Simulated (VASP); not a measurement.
# BN (P6_3/mmc) in VASP: a series of runs

BN is run at these levels: LDA; tasks: single point.

Everything below comes from runs of VASP 6.6.1. Logs are shortened: lines on timing, memory, paths and dates and some standing lists are left out, and cuts for length are marked.

### Step 1. The cell of the first run

Symmetry: P6_3/mmc, No. 194, hexagonal system. Conventional cell: a = 2.671 Å, b = 2.671 Å, c = 6.180 Å, α = 90.00°, β = 90.00°, γ = 120.00°. B (site symmetry -6m2) has 3 N at 1.54 Å within 2.1 Å. Within 2.1 Å of N (site symmetry -6m2) lie 3 B at 1.54 Å.

### Step 2. Single point, LDA (9.54 Å³/atom)

Input file INCAR:

```
SYSTEM = BN
ALGO = Normal
EDIFF = 1E-7
ENCUT = 520
GGA = CA
ISIF = 2
ISMEAR = 0
LASPH = .TRUE.
LCHARG = .FALSE.
LREAL = .FALSE.
LWAVE = .FALSE.
NBANDS = 16
NELM = 80
PREC = Accurate
SIGMA = 0.05
```

Input file KPOINTS:

```
k-points
0
G
  12 12 4
  0 0 0
```

Input file POSCAR:

```
BN
1.0
    2.6707269503      0.0000000000      0.0000000000
   -1.3353634752      2.3129173855      0.0000000000
    0.0000000000      0.0000000000      6.1795280176
B N
2 2
Direct
    0.3333333333      0.6666666667      0.2500000000
    0.6666666667      0.3333333333      0.7500000000
    0.3333333333      0.6666666667      0.7500000000
    0.6666666667      0.3333333333      0.2500000000
```

Potentials or basis: VASP PAW LDA potentials, release 64 (B, N).

Launch:

```console
> cat potpaw_LDA.64/B/POTCAR potpaw_LDA.64/N/POTCAR > POTCAR
> mpirun -np 1 vasp_std > vasp.out
```

OUTCAR:

```text
SYSTEM = BN
   EDIFF = 1E-7
   ENCUT = 520
   GGA = CA
   ISIF = 2
   ISMEAR = 0
   LASPH = .TRUE.
   LREAL = .FALSE.
   NELM = 80
   PREC = Accurate

 ion  position               nearest neighbor table
   1  0.333  0.667  0.250-   4 1.54   4 1.54   4 1.54
   2  0.667  0.333  0.750-   3 1.54   3 1.54   3 1.54
   3  0.333  0.667  0.750-   2 1.54   2 1.54   2 1.54
   4  0.667  0.333  0.250-   1 1.54   1 1.54   1 1.54

  LATTYP: Found a hexagonal cell.
 ALAT       =     2.6707269503
 C/A-ratio  =     2.3138000000

  Lattice vectors:

 A1 = (   2.6707269503,   0.0000000000,   0.0000000000)
 A2 = (  -1.3353634752,   2.3129173855,   0.0000000000)
 A3 = (   0.0000000000,   0.0000000000,   6.1795280176)

Analysis of symmetry for initial positions (statically):
=====================================================================
 Subroutine PRICEL returns:
 Original cell was already a primitive cell.

 Routine SETGRP: Setting up the symmetry group for a
 hexagonal supercell.

 Subroutine GETGRP returns: Found 24 space group operations
 (whereof 12 operations were pure point group operations)
 out of a pool of 24 trial point group operations.

The static configuration has the point symmetry D_3d.
 The point group associated with its full space group is D_6h.

Analysis of symmetry for dynamics (positions and initial velocities):
=====================================================================
 Subroutine PRICEL returns:
 Original cell was already a primitive cell.

 Routine SETGRP: Setting up the symmetry group for a
 hexagonal supercell.

 Subroutine GETGRP returns: Found 24 space group operations
 (whereof 12 operations were pure point group operations)
 out of a pool of 24 trial point group operations.

The dynamic configuration has the point symmetry D_3d.
 The point group associated with its full space group is D_6h.

 Subroutine INISYM returns: Found 24 space group operations
 (whereof 12 operations are pure point group operations),
 and found     1 'primitive' translations

----------------------------------------------------------------------------------------

                                     Primitive cell

  volume of cell :      38.1720

  direct lattice vectors                    reciprocal lattice vectors
     2.670726950  0.000000000  0.000000000     0.374429891  0.216177198  0.000000000
    -1.335363475  2.312917386  0.000000000     0.000000000  0.432354396  0.000000000
     0.000000000  0.000000000  6.179528018     0.000000000  0.000000000  0.161824657

  length of vectors
     2.670726950  2.670726950  6.179528018     0.432354396  0.432354396  0.161824657

  position of ions in fractional coordinates (direct lattice)
     0.333333333  0.666666667  0.250000000
     0.666666667  0.333333333  0.750000000
     0.333333333  0.666666667  0.750000000
     0.666666667  0.333333333  0.250000000

  ion indices of the primitive-cell ions
   primitive index   ion index
                 1           1
                 2           2
                 3           3
                 4           4

----------------------------------------------------------------------------------------

 KPOINTS: k-points

Automatic generation of k-mesh.
 Grid dimensions read from file:
 generate k-points for:   12   12    4

 Generating k-lattice:

  Cartesian coordinates                     Fractional coordinates (reciprocal lattice)
     0.031202491  0.018014767  0.000000000     0.083333333 -0.000000000  0.000000000
     0.000000000  0.036029533  0.000000000     0.000000000  0.083333333  0.000000000
     0.000000000  0.000000000  0.040456164     0.000000000  0.000000000  0.250000000

  Length of vectors
     0.036029533  0.036029533  0.040456164

  Shift w.r.t. Gamma in fractional coordinates (k-lattice)
     0.000000000  0.000000000  0.000000000

 Subroutine IBZKPT returns following result:
 ===========================================

 Found     57 irreducible k-points:

 Following reciprocal coordinates:
            Coordinates               Weight
  0.000000  0.000000  0.000000      1.000000
  0.083333 -0.000000  0.000000      6.000000
  0.166667  0.000000  0.000000      6.000000
  0.250000 -0.000000  0.000000      6.000000
  0.333333  0.000000  0.000000      6.000000
  0.416667  0.000000  0.000000      6.000000
[... 16 lines left out ...]
  0.250000 -0.000000  0.250000     12.000000
  0.333333  0.000000  0.250000     12.000000
 [... further k-points ...]
   k-points           NKPTS =     57   k-points in BZ     NKDIM =     57   number of bands    NBANDS=     16
   number of dos      NEDOS =    301   number of ions     NIONS =      4
   total plane-waves  NPLWV =  19200
   dimension x,y,z NGX =    20 NGY =   20 NGZ =   48
   dimension x,y,z NGXF=    40 NGYF=   40 NGZF=   96
   ions per type =               2   2
   NGX,Y,Z   is equivalent  to a cutoff of  12.45, 12.45, 12.91 a.u.
   NGXF,Y,Z  is equivalent  to a cutoff of  24.90, 24.90, 25.83 a.u.
 SYSTEM =  BN
   PREC   = accura    normal or accurate (medium, high low for compatibility)
   ISTART =      0    job   : 0-new  1-cont  2-samecut
   ICHARG =      2    charge: 1-file 2-atom 10-const
   ISPIN  =      1    spin polarized calculation?
   LNONCOLLINEAR =      F non collinear calculations
   LSORBIT =      F    spin-orbit coupling
   LASPH  =      T    aspherical Exc in radial PAW
   ENCUT  =  520.0 eV  38.22 Ry    6.18 a.u.   4.97  4.97 11.49*2*pi/ulx,y,z
   NELM   =     80;   NELMIN=  2; NELMDL= -5     # of ELM steps
   EDIFF  = 0.1E-06   stopping-criterion for ELM
   LREAL  =      F    real-space projection
   EDIFFG = 0.1E-05   stopping-criterion for IOM
   NSW    =      0    number of steps for IOM
   IBRION =     -1    ionic relax: 0-MD 1-quasi-New 2-CG
   NFREE  =      0    steps in history (QN), initial steepest desc. (CG)
   ISIF   =      2    stress and relaxation
   ISYM   =      2    0-nonsym 1-usesym 2-fastsym
   POTIM  = 0.5000    time-step for ionic-motion
   TEBEG  =    0.0;   TEEND  =   0.0 temperature during run
   PSTRESS=    0.0 pullay stress
   NELECT =      16.0000    total number of electrons
   NUPDOWN=      -1.0000    fix difference up-down
   EMIN   =  10.00;   EMAX   =-10.00  energy-range for DOS
   EFERMI =   0.00;   METHOD = LEGACY
   ISMEAR =     0;   SIGMA  =   0.05  broadening in eV -4-tet -1-fermi 0-gaus
   EFERMI_NEDOS =   21; number of points for ismear=-14 and -15
   IALGO  =     38    algorithm
   IMIX   =      4    mixing-type and parameters
     AMIX     =   0.40;   BMIX     =  1.00
     AMIX_MAG =   1.60;   BMIX_MAG =  1.00
  volume/ion in A,a.u.               =       9.54        64.40
  Fermi-wavevector in a.u.,A,eV,Ry     =   1.225180  2.315254 20.423239  1.501066
  Thomas-Fermi vector in A             =   2.360227
   LORBIT       =      0    0 simple, 1 ext, 2 COOP (PROOUT), +10 PAW based schemes
   GGA     = CA    functional components
   LHFCALC =     F    Hartree Fock is set to
   AEXX    =    0.0000 exact exchange contribution
   IVDW    =     0    specifies the selected vdW correction
   LEPSILON=     F    determine dielectric tensor
   LRPA    =     F    only Hartree local field effects (RPA)
 non-spin polarized calculation
 Gauss-broadening in eV      SIGMA  =   0.05
  energy-cutoff  :      520.00
  volume of cell :       38.17
 maximum number of plane-waves:      1050
 NGX is ok and might be reduce to    20
   NGX =  9   NGY =  9   NGZ = 23

 number of electron      15.9999998 magnetization

 Free energy of the ion-electron system (eV)
  ---------------------------------------------------
  ext. energy  EPLUGINS =         0.00000000
  ---------------------------------------------------
  free energy    TOTEN  =       -37.50709781 eV

  energy without entropy =      -37.50709781  energy(sigma->0) =      -37.50709781

 E-fermi :   2.2415     XC(G=0): -10.5360

 val. band max:        2.0159508037   @ k =   0.3333   0.2500   0.0000
 cond. band min:       5.6651780315   @ k =   0.5000  -0.0000   0.0000
 fundamental gap:      3.6492272279
 Fermi energy:         2.2415443613

 k-point     1 :       0.0000    0.0000    0.0000
  band No.  band energies     occupation
      1     -14.6841      2.00000
      2     -14.1300      2.00000
      3      -3.8743      2.00000
      4      -0.6795      2.00000
      5       0.3951      2.00000
      6       0.3951      2.00000
[... 8 lines left out ...]
     15      12.0200      0.00000
     16      12.6313      0.00000

 k-point     2 :       0.0833   -0.0000    0.0000
  band No.  band energies     occupation
      1     -14.5648      2.00000
      2     -14.0186      2.00000
      3      -3.7123      2.00000
      4      -0.5456      2.00000
      5      -0.1195      2.00000
      6      -0.0171      2.00000
[... 8 lines left out ...]
     15      12.2486      0.00000
     16      12.5008      0.00000

 k-point     3 :       0.1667    0.0000    0.0000
  band No.  band energies     occupation
      1     -14.2141      2.00000
      2     -13.6924      2.00000
      3      -3.2321      2.00000
      4      -1.4046      2.00000
      5      -1.2809      2.00000
      6      -0.3513      2.00000
[... 8 lines left out ...]
     15      13.5763      0.00000
     16      13.8067      0.00000

 k-point     4 :       0.2500   -0.0000    0.0000
  band No.  band energies     occupation
      1     -13.6579      2.00000
      2     -13.1806      2.00000
      3      -3.0065      2.00000
      4      -2.8433      2.00000
      5      -2.4556      2.00000
      6      -0.9681      2.00000
[... 8 lines left out ...]
     15      15.4380      0.00000
     16      15.6403      0.00000
[... 324 lines left out ...]
 k-point    22 :       0.1667    0.0000    0.2500
  band No.  band energies     occupation
      1     -14.1444      2.00000
      2     -13.7763      2.00000
      3      -2.8799      2.00000
      4      -1.3784      2.00000
      5      -1.3436      2.00000
      6      -0.6779      2.00000
[... 8 lines left out ...]
     15      13.6077      0.00000
     16      13.7704      0.00000

 k-point    23 :       0.2500   -0.0000    0.2500
  band No.  band energies     occupation
      1     -13.5935      2.00000
      2     -13.2567      2.00000
      3      -3.0184      2.00000
      4      -2.8833      2.00000
      5      -2.0639      2.00000
      6      -0.9471      2.00000
[... 8 lines left out ...]
     15      15.4638      0.00000
     16      15.6062      0.00000

 k-point    24 :       0.3333    0.0000    0.2500
  band No.  band energies     occupation
      1     -12.9031      2.00000
      2     -12.6188      2.00000
      3      -4.5531      2.00000
      4      -4.4133      2.00000
      5      -1.4774      2.00000
      6      -1.3662      2.00000
[... 8 lines left out ...]
     15      17.0736      0.00000
     16      17.4915      0.00000

 [... further k-points ...]
[... 5 lines left out ...]
  --------------------------------------------------------------------------------------
  -------------------------------------------------------------------------------------
  Total      -14.4807009    -14.4807009      0.1415399      0.0000000     -0.0000000      0.0000000
  in kB     -607.7923793   -607.7923793      5.9407952      0.0000000     -0.0000000      0.0000000
  external PRESSURE =    -403.2146545 kB  Pullay stress =       0.0000000 kB

 VOLUME and BASIS-vectors are now :
 -----------------------------------------------------------------------------
  energy-cutoff  :      520.00
  volume of cell :       38.17
      direct lattice vectors                 reciprocal lattice vectors
     2.670726950  0.000000000  0.000000000     0.374429891  0.216177198  0.000000000
    -1.335363475  2.312917386  0.000000000     0.000000000  0.432354396  0.000000000
     0.000000000  0.000000000  6.179528018     0.000000000  0.000000000  0.161824657

 POSITION                                       TOTAL-FORCE (eV/Angst)
 -----------------------------------------------------------------------------------
     -0.00000      1.54194      1.54488         0.000000     -0.000000      0.000000
      1.33536      0.77097      4.63465        -0.000000      0.000000      0.000000
     -0.00000      1.54194      4.63465        -0.000000      0.000000      0.000000
      1.33536      0.77097      1.54488         0.000000     -0.000000      0.000000
 -----------------------------------------------------------------------------------
    total drift:                                0.000000     -0.000000      0.000000

  FREE ENERGIE OF THE ION-ELECTRON SYSTEM (eV)
  ---------------------------------------------------
  free  energy   TOTEN  =       -37.5070978057 eV

  energy  without entropy=      -37.5070978057  energy(sigma->0) =      -37.50709781
```

It took 19 s on 1 thread of Intel Xeon 6975P-C (Granite Rapids), shared host; peak memory 0.14 GiB.

Results:

- Free energy: -37.5071 eV
- Pressure: -40.3 GPa
- Band gap on the k mesh: 3.65 eV (least direct gap 3.83 eV)

Stress tensor (GPa, compression positive):
```
-60.78   0.00   0.00
  0.00 -60.78   0.00
  0.00   0.00   0.59
```

Caveat: the cell stands under tension. As with any semilocal functional, this LDA gap is likely too small.

### Step 3. Single point, LDA (9.54 Å³/atom)

Input file INCAR:

```
PREC = Accurate
ENCUT = 520
EDIFF = 1E-6
ISMEAR = 0
SIGMA = 0.05
LREAL = False
LASPH = True
NELM = 80
ALGO = Normal
ISIF = 2
LWAVE = False
LCHARG = False
NBANDS = 16
```

Input file KPOINTS:

```
regular mesh
0
Gamma
  12 12 4
```

Input file POSCAR:

```
BN
1.0
    2.4644470584      0.0000000000      0.0000000000
   -1.2322235292      2.1342737588      0.0000000000
    0.0000000000      0.0000000000      7.2573036974
B N
2 2
Direct
    0.3333333333      0.6666666667      0.2500000000
    0.6666666667      0.3333333333      0.7500000000
    0.3333333333      0.6666666667      0.7500000000
    0.6666666667      0.3333333333      0.2500000000
```

Potentials or basis: VASP PAW LDA potentials, release 64 (B, N).

Launch:

```console
> cat potpaw_LDA.64/B/POTCAR potpaw_LDA.64/N/POTCAR > POTCAR
> mpirun -np 1 vasp_std > vasp.out
```

Wall time 17 s (1 thread of Intel Xeon 6975P-C (Granite Rapids), shared host); peak memory 0.14 GiB.

The run converged. Its results:

| Quantity | Value |
| --- | --- |
| Free energy | -38.5279 eV |
| Pressure | 6.8 GPa |
| Band gap on the k mesh | 4.29 eV (least direct gap 4.64 eV) |

Stress tensor (GPa, compression positive):
```
11.07  0.00  0.00
 0.00 11.07  0.00
 0.00  0.00 -1.61
```

Levels at points of the mesh, in eV from the valence-band top:
| k point | band 4 | band 5 | band 6 | band 7 | band 8 | band 9 | band 10 | band 11 | band 12 | band 13 |
| --- | --- | --- | --- | --- | --- | --- | --- | --- | --- | --- |
| (0.00, 0.00, 0.00) | -4.84 | -1.29 | -1.29 | -1.28 | -1.28 | 4.40 | 8.95 | 11.85 | 11.85 | 11.91 |
| (0.50, 0.00, 0.00) | -9.02 | -4.23 | -4.21 | -1.29 | -0.67 | 4.29 | 5.28 | 9.82 | 10.50 | 12.11 |
| (0.00, 0.00, 0.50) | -5.60 | -1.29 | -1.29 | -1.29 | -1.29 | 6.35 | 6.35 | 11.88 | 11.88 | 11.88 |
| (0.50, 0.00, 0.50) | -9.04 | -4.22 | -4.22 | -0.98 | -0.98 | 4.67 | 4.67 | 10.31 | 10.31 | 12.97 |

Caveat: the cell stands under pressure. A k mesh can miss the band edges.
